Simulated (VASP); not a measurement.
# BaMn3 (Pm-3m) in VASP: a series of runs

The runs below take BaMn3 through single point, relaxation of cell and atoms, with PBE.

Everything below comes from runs of VASP 6.6.1. Logs are shortened: lines on timing, memory, paths and dates and some standing lists are left out, and cuts for length are marked.

## 1. The cell of the first run

Symmetry: Pm-3m, No. 221, cubic system. The conventional cell has a = 4.328 Å, b = 4.328 Å, c = 4.328 Å, α = 90.00°, β = 90.00°, γ = 90.00°. Ba (site symmetry m-3m) has 12 Mn at 3.06 Å within 4.0 Å. Within 4.0 Å of Mn (site symmetry 4/mmm) lie 4 Ba at 3.06 Å and 8 Mn at 3.06 Å.

## 2. Single point, PBE, collinear spin, ferromagnetic start

The input, INCAR:

```
SYSTEM = BaMn3
PREC = Accurate
ENCUT = 680
EDIFF = 1E-6
ISMEAR = 0
SIGMA = 0.1
LREAL = .FALSE.
LASPH = .TRUE.
NELM = 200
ALGO = Normal
ISIF = 2
LWAVE = .FALSE.
LCHARG = .TRUE.
ISPIN = 2
MAGMOM = 0 3.77 3.77 3.77
LORBIT = 11
LMAXMIX = 4
GGA = PE
LELF = .TRUE.
LVHAR = .TRUE.
NBANDS = 40
GGA_COMPAT = .FALSE.
```

The input, KPOINTS:

```
regular mesh
0
G
  4 4 4
  0 0 0
```

The input, POSCAR:

```
BaMn3
1.0
    4.3280009146      0.0000000000      0.0000000000
    0.0000000000      4.3280009146      0.0000000000
    0.0000000000      0.0000000000      4.3280009146
Ba Mn
1 3
Direct
    0.0000000000      0.0000000000      0.0000000000
    0.0000000000      0.5000000000      0.5000000000
    0.5000000000      0.0000000000      0.5000000000
    0.5000000000      0.5000000000      0.0000000000
```

Potentials or basis: VASP PAW PBE potentials, release 64 (Ba_sv, Mn_sv).

Launch:

```
$ cat potpaw_PBE.64/Ba_sv/POTCAR potpaw_PBE.64/Mn_sv/POTCAR > POTCAR
$ mpirun -np 1 vasp_std > vasp.out
```

OUTCAR:

```text
SYSTEM = BaMn3
   PREC = Accurate
   ENCUT = 680
   EDIFF = 1E-6
   ISMEAR = 0
   LREAL = .FALSE.
   LASPH = .TRUE.
   NELM = 200
   ISIF = 2
   ISPIN = 2
   LORBIT = 11
   GGA = PE

 ion  position               nearest neighbor table
   1  0.000  0.000  0.000-   2 3.06   3 3.06   4 3.06   2 3.06   3 3.06   2 3.06   4 3.06   2 3.06
                             3 3.06   4 3.06   3 3.06   4 3.06
   2  0.000  0.500  0.500-   1 3.06   1 3.06   1 3.06   1 3.06
   3  0.500  0.000  0.500-   1 3.06   1 3.06   1 3.06   1 3.06
   4  0.500  0.500  0.000-   1 3.06   1 3.06   1 3.06   1 3.06

  LATTYP: Found a simple cubic cell.
 ALAT       =     4.3280009146

  Lattice vectors:

 A1 = (   4.3280009146,   0.0000000000,   0.0000000000)
 A2 = (   0.0000000000,   4.3280009146,   0.0000000000)
 A3 = (   0.0000000000,   0.0000000000,   4.3280009146)

Analysis of symmetry for initial positions (statically):
=====================================================================
 Subroutine PRICEL returns:
 Original cell was already a primitive cell.

 Routine SETGRP: Setting up the symmetry group for a
 simple cubic supercell.

 Subroutine GETGRP returns: Found 48 space group operations
 (whereof 48 operations were pure point group operations)
 out of a pool of 48 trial point group operations.

The static configuration has the point symmetry O_h .

Analysis of symmetry for dynamics (positions and initial velocities):
=====================================================================
 Subroutine PRICEL returns:
 Original cell was already a primitive cell.

 Routine SETGRP: Setting up the symmetry group for a
 simple cubic supercell.

 Subroutine GETGRP returns: Found 48 space group operations
 (whereof 48 operations were pure point group operations)
 out of a pool of 48 trial point group operations.

The dynamic configuration has the point symmetry O_h .

Analysis of structural, dynamic, and magnetic symmetry:
=====================================================================
 Subroutine PRICEL returns:
 Original cell was already a primitive cell.

 Routine SETGRP: Setting up the symmetry group for a
 simple cubic supercell.

 Subroutine GETGRP returns: Found 48 space group operations
 (whereof 48 operations were pure point group operations)
 out of a pool of 48 trial point group operations.

The overall configuration has the point symmetry O_h .

 Subroutine INISYM returns: Found 48 space group operations
 (whereof 48 operations are pure point group operations),
 and found     1 'primitive' translations

----------------------------------------------------------------------------------------

                                     Primitive cell

  volume of cell :      81.0703

  direct lattice vectors                    reciprocal lattice vectors
     4.328000915  0.000000000  0.000000000     0.231053556  0.000000000  0.000000000
     0.000000000  4.328000915  0.000000000     0.000000000  0.231053556  0.000000000
     0.000000000  0.000000000  4.328000915     0.000000000  0.000000000  0.231053556

  length of vectors
     4.328000915  4.328000915  4.328000915     0.231053556  0.231053556  0.231053556

  position of ions in fractional coordinates (direct lattice)
     0.000000000  0.000000000  0.000000000
     0.000000000  0.500000000  0.500000000
     0.500000000  0.000000000  0.500000000
     0.500000000  0.500000000  0.000000000

  ion indices of the primitive-cell ions
   primitive index   ion index
                 1           1
                 2           2
                 3           3
                 4           4

----------------------------------------------------------------------------------------

 KPOINTS: regular mesh

Automatic generation of k-mesh.
 Grid dimensions read from file:
 generate k-points for:    4    4    4

 Generating k-lattice:

  Cartesian coordinates                     Fractional coordinates (reciprocal lattice)
     0.057763389  0.000000000  0.000000000     0.250000000  0.000000000  0.000000000
     0.000000000  0.057763389  0.000000000     0.000000000  0.250000000  0.000000000
     0.000000000  0.000000000  0.057763389     0.000000000  0.000000000  0.250000000

  Length of vectors
     0.057763389  0.057763389  0.057763389

  Shift w.r.t. Gamma in fractional coordinates (k-lattice)
     0.000000000  0.000000000  0.000000000

 Subroutine IBZKPT returns following result:
 ===========================================

 Found     10 irreducible k-points:

 Following reciprocal coordinates:
            Coordinates               Weight
  0.000000  0.000000  0.000000      1.000000
  0.250000  0.000000  0.000000      6.000000
  0.500000  0.000000  0.000000      3.000000
  0.250000  0.250000  0.000000     12.000000
  0.500000  0.250000  0.000000     12.000000
  0.500000  0.500000  0.000000      3.000000
  0.250000  0.250000  0.250000      8.000000
  0.500000  0.250000  0.250000     12.000000
  0.500000  0.500000  0.250000      6.000000
  0.500000  0.500000  0.500000      1.000000
   k-points           NKPTS =     10   k-points in BZ     NKDIM =     10   number of bands    NBANDS=     40
   number of dos      NEDOS =    301   number of ions     NIONS =      4
   total plane-waves  NPLWV =  64000
   dimension x,y,z NGX =    40 NGY =   40 NGZ =   40
   dimension x,y,z NGXF=    80 NGYF=   80 NGZF=   80
   ions per type =               1   3
   NGX,Y,Z   is equivalent  to a cutoff of  15.36, 15.36, 15.36 a.u.
   NGXF,Y,Z  is equivalent  to a cutoff of  30.73, 30.73, 30.73 a.u.
 SYSTEM =  BaMn3
   PREC   = accura    normal or accurate (medium, high low for compatibility)
   ISTART =      0    job   : 0-new  1-cont  2-samecut
   ICHARG =      2    charge: 1-file 2-atom 10-const
   ISPIN  =      2    spin polarized calculation?
   LNONCOLLINEAR =      F non collinear calculations
   LSORBIT =      F    spin-orbit coupling
   LASPH  =      T    aspherical Exc in radial PAW
   ENCUT  =  680.0 eV  49.98 Ry    7.07 a.u.   9.20  9.20  9.20*2*pi/ulx,y,z
   NELM   =    200;   NELMIN=  2; NELMDL= -5     # of ELM steps
   EDIFF  = 0.1E-05   stopping-criterion for ELM
   LREAL  =      F    real-space projection
   EDIFFG = 0.1E-04   stopping-criterion for IOM
   NSW    =      0    number of steps for IOM
   IBRION =     -1    ionic relax: 0-MD 1-quasi-New 2-CG
   NFREE  =      0    steps in history (QN), initial steepest desc. (CG)
   ISIF   =      2    stress and relaxation
   ISYM   =      2    0-nonsym 1-usesym 2-fastsym
   POTIM  = 0.5000    time-step for ionic-motion
   TEBEG  =    0.0;   TEEND  =   0.0 temperature during run
   PSTRESS=    0.0 pullay stress
   NELECT =      55.0000    total number of electrons
   NUPDOWN=      -1.0000    fix difference up-down
   EMIN   =  10.00;   EMAX   =-10.00  energy-range for DOS
   EFERMI =   0.00;   METHOD = LEGACY
   ISMEAR =     0;   SIGMA  =   0.10  broadening in eV -4-tet -1-fermi 0-gaus
   EFERMI_NEDOS =   21; number of points for ismear=-14 and -15
   IALGO  =     38    algorithm
   IMIX   =      4    mixing-type and parameters
     AMIX     =   0.40;   BMIX     =  1.00
     AMIX_MAG =   1.60;   BMIX_MAG =  1.00
  volume/ion in A,a.u.               =      20.27       136.77
  Fermi-wavevector in a.u.,A,eV,Ry     =   1.438495  2.718362 28.154102  2.069268
  Thomas-Fermi vector in A             =   2.557456
   LORBIT       =     11    0 simple, 1 ext, 2 COOP (PROOUT), +10 PAW based schemes
   GGA     = PE    functional components
   LHFCALC =     F    Hartree Fock is set to
   AEXX    =    0.0000 exact exchange contribution
   IVDW    =     0    specifies the selected vdW correction
   LEPSILON=     F    determine dielectric tensor
   LRPA    =     F    only Hartree local field effects (RPA)
 spin polarized calculation
 Gauss-broadening in eV      SIGMA  =   0.10
  energy-cutoff  :      680.00
  volume of cell :       81.07
 maximum number of plane-waves:      3294
 NGX is ok and might be reduce to    40
   NGX = 19   NGY = 19   NGZ = 19

 number of electron      54.9999981 magnetization       9.9012511

 number of electron      54.9999984 magnetization      10.3202016

 Free energy of the ion-electron system (eV)
  ---------------------------------------------------
  ext. energy  EPLUGINS =         0.00000000
  ---------------------------------------------------
  free energy    TOTEN  =       -24.94469852 eV

  energy without entropy =      -24.93024310  energy(sigma->0) =      -24.93747081

 E-fermi :   6.7135     XC(G=0): -10.9670

 val. band max:        6.6937205828   @ k =   0.5000   0.5000   0.5000
 cond. band min:       6.7724409151   @ k =   0.5000   0.2500   0.0000
 fundamental gap:      0.0787203323
 Fermi energy:         6.7135202284

 spin component 1

 k-point     1 :       0.0000    0.0000    0.0000
  band No.  band energies     occupation
      1     -73.9140      1.00000
      2     -73.9049      1.00000
      3     -73.9049      1.00000
      4     -42.7322      1.00000
      5     -42.7322      1.00000
      6     -42.7322      1.00000
[... 31 lines left out ...]
     38      12.8589      0.00000
     39      12.8589      0.00000
[... 376 lines left out ...]
     38       9.4072      0.00000
     39      13.7030      0.00000
 Fermi energy:         6.7135202284

 spin component 2

 k-point     1 :       0.0000    0.0000    0.0000
  band No.  band energies     occupation
      1     -70.1606      1.00000
      2     -70.1499      1.00000
      3     -70.1499      1.00000
      4     -39.0410      1.00000
      5     -39.0410      1.00000
      6     -39.0410      1.00000
[... 31 lines left out ...]
     38      13.7212      0.00000
     39      13.7212      0.00000
[... 376 lines left out ...]
     38      10.2841      0.00000
     39      13.8486      0.00000
 [bands above 39 left out]

------------------------ aborting loop because EDIFF is reached ----------------------------------------

  FORCE on cell =-STRESS in cart. coord.  units (eV):
  Direction    XX          YY          ZZ          XY          YZ          ZX
  --------------------------------------------------------------------------------------
  -------------------------------------------------------------------------------------
  Total        0.5046083      0.5046083      0.5046083      0.0000000      0.0000000      0.0000000
  in kB        9.9724751      9.9724751      9.9724751      0.0000000      0.0000000      0.0000000
  external PRESSURE =       9.9724751 kB  Pullay stress =       0.0000000 kB

 VOLUME and BASIS-vectors are now :
 -----------------------------------------------------------------------------
  energy-cutoff  :      680.00
  volume of cell :       81.07
      direct lattice vectors                 reciprocal lattice vectors
     4.328000915  0.000000000  0.000000000     0.231053556  0.000000000  0.000000000
     0.000000000  4.328000915  0.000000000     0.000000000  0.231053556  0.000000000
     0.000000000  0.000000000  4.328000915     0.000000000  0.000000000  0.231053556

 POSITION                                       TOTAL-FORCE (eV/Angst)
 -----------------------------------------------------------------------------------
      0.00000      0.00000      0.00000         0.000000      0.000000      0.000000
      0.00000      2.16400      2.16400         0.000000      0.000000      0.000000
      2.16400      0.00000      2.16400         0.000000      0.000000      0.000000
      2.16400      2.16400      0.00000         0.000000      0.000000      0.000000
 -----------------------------------------------------------------------------------
    total drift:                               -0.000000      0.000000     -0.000000

  FREE ENERGIE OF THE ION-ELECTRON SYSTEM (eV)
  ---------------------------------------------------
  free  energy   TOTEN  =       -24.9446985208 eV

  energy  without entropy=      -24.9302431005  energy(sigma->0) =      -24.93747081

 total charge

# of ion       s       p       d       tot
------------------------------------------
    1        2.100   5.445   0.811   8.355
    2        2.188   5.996   4.700  12.884
    3        2.188   5.996   4.700  12.884
    4        2.188   5.996   4.700  12.884
--------------------------------------------------
tot          8.664  23.432  14.911  47.007

 magnetization (x)

# of ion       s       p       d       tot
------------------------------------------
    1       -0.021   0.053  -0.196  -0.164
    2        0.007   0.000   3.311   3.318
    3        0.007   0.000   3.311   3.318
    4        0.007   0.000   3.311   3.318
--------------------------------------------------
tot         -0.000   0.054   9.737   9.791
```

Wall time 2.7 min (1 thread of Intel Xeon Platinum 8259CL at 2.50GHz (Skylake/Cascade Lake), shared host); peak memory 0.3 GiB.

Results:

| Quantity | Value |
| --- | --- |
| Free energy | -24.9447 eV |
| Pressure | 1.0 GPa |
| Net moment | 10.32 μB per cell |
| Site moments | Ba -0.16; Mn +3.32 μB |
| Valence electrons inside the program's atomic spheres | Ba 8.36; Mn 12.88 |

Caveat: the k points lie up to 0.36 Å⁻¹ apart; spin-orbit coupling is left out, which moves the levels of the heavy elements.

## 3. Relaxation of cell and atoms, PBE, collinear spin, ferromagnetic start

This run uses another cell than the first one, of 18.75 Å³/atom.

The input, INCAR:

```
SYSTEM = BaMn3
  PREC = Accurate
  ENCUT = 680
  EDIFF = 1E-7
  ISMEAR = 0
  SIGMA = 0.1
  LREAL = .False.
  LASPH = .True.
  NELM = 200
  ALGO = Normal
  ISIF = 3
  LWAVE = .False.
  LCHARG = .False.
  ISPIN = 2
  MAGMOM = 0 3.77 3.77 3.77
  LORBIT = 11
  LMAXMIX = 4
  GGA = PE
  IBRION = 2
  NSW = 90
  EDIFFG = -0.04
  GGA_COMPAT = .False.
  NELMIN = 4
```

The input, KPOINTS:

```
regular mesh
0
Gamma
  4 4 4
  0 0 0
```

The input, POSCAR:

```
BaMn3
1.0
    4.2171094157      0.0000000000      0.0000000000
    0.0000000000      4.2171094157      0.0000000000
    0.0000000000      0.0000000000      4.2171094157
Ba Mn
1 3
Direct
    0.0000000000      0.0000000000      0.0000000000
    0.0000000000      0.5000000000      0.5000000000
    0.5000000000      0.0000000000      0.5000000000
    0.5000000000      0.5000000000      0.0000000000
```

Potentials or basis: VASP PAW PBE potentials, release 64 (Ba_sv, Mn_sv).

Launch:

```
$ cat potpaw_PBE.64/Ba_sv/POTCAR potpaw_PBE.64/Mn_sv/POTCAR > POTCAR
$ mpirun -np 1 vasp_std > vasp.out
```

Wall time 2 min (1 thread of Intel Xeon Platinum 8488C (Sapphire Rapids), shared host); peak memory 0.28 GiB.

The run converged. Its results:

```
Free energy                                           : -24.9329 eV
Relaxed volume                                        : 20.56 Å³/atom
Relaxed cell                                          : a = 4.349 Å, b = 4.349 Å, c = 4.349 Å, α = 90.00°, β = 90.00°, γ = 90.00°
Space group after relaxing (to 0.1 Å)                 : Pm-3m (No. 221)
Energy gained by relaxing                             : 29.2 meV/atom
Ionic steps                                           : 2
Pressure after relaxing                               : -0.1 GPa
Net moment                                            : 10.34 μB per cell
Site moments                                          : Ba -0.17; Mn +3.33 μB
Valence electrons inside the program's atomic spheres : Ba 8.34; Mn 12.88
```

Step by step:
```tsv
step	energy change (eV)	largest force (eV/Å)	pressure (GPa)	volume (Å³)
1	0.0000	0.0000	5.54	75.00
2	-0.1170	0.0000	-0.09	82.25
```

Final structure:
```yaml
crystal:
  lattice:
    - [4.34893, 0.00000, 0.00000]
    - [0.00000, 4.34893, 0.00000]
    - [0.00000, 0.00000, 4.34893]
  atoms:
    - { symbol: Ba, position: [0.00000, 0.00000, 0.00000] }
    - { symbol: Mn, position: [0.00000, 0.50000, 0.50000] }
    - { symbol: Mn, position: [0.50000, 0.00000, 0.50000] }
    - { symbol: Mn, position: [0.50000, 0.50000, 0.00000] }
```

Levels at points of the mesh, in eV from the Fermi level:
Spin up:
```tsv
k point	band 30	band 31	band 32	band 33	band 34	band 35
(0.00, 0.00, 0.00)	-0.80	-0.80	-0.80	2.15	2.15	2.70
(0.50, 0.00, 0.00)	-1.65	-1.39	-1.36	-0.80	1.61	1.61
(0.50, 0.50, 0.00)	-1.66	-1.66	-1.37	-0.71	0.96	0.96
(0.50, 0.50, 0.50)	-1.00	-1.00	-0.63	0.96	0.96	0.96
```
Spin down:
| k point | band 19 | band 20 | band 21 | band 22 | band 23 | band 24 | band 25 | band 26 | band 27 | band 28 |
| --- | --- | --- | --- | --- | --- | --- | --- | --- | --- | --- |
| (0.00, 0.00, 0.00) | -2.26 | -0.79 | -0.79 | -0.79 | -0.51 | 1.10 | 1.10 | 1.10 | 2.16 | 2.16 |
| (0.50, 0.00, 0.00) | -1.35 | -0.22 | -0.22 | -0.05 | -0.04 | 0.25 | 0.62 | 0.62 | 1.35 | 1.44 |
| (0.50, 0.50, 0.00) | -0.64 | -0.64 | -0.14 | -0.03 | -0.03 | 0.49 | 0.49 | 0.78 | 0.79 | 1.19 |
| (0.50, 0.50, 0.50) | -2.53 | -0.39 | -0.03 | 0.68 | 0.68 | 0.68 | 1.29 | 1.29 | 1.29 | 1.33 |

Caveat: the k points lie up to 0.36 Å⁻¹ apart in the final cell; spin-orbit coupling is left out, which moves the levels of the heavy elements.
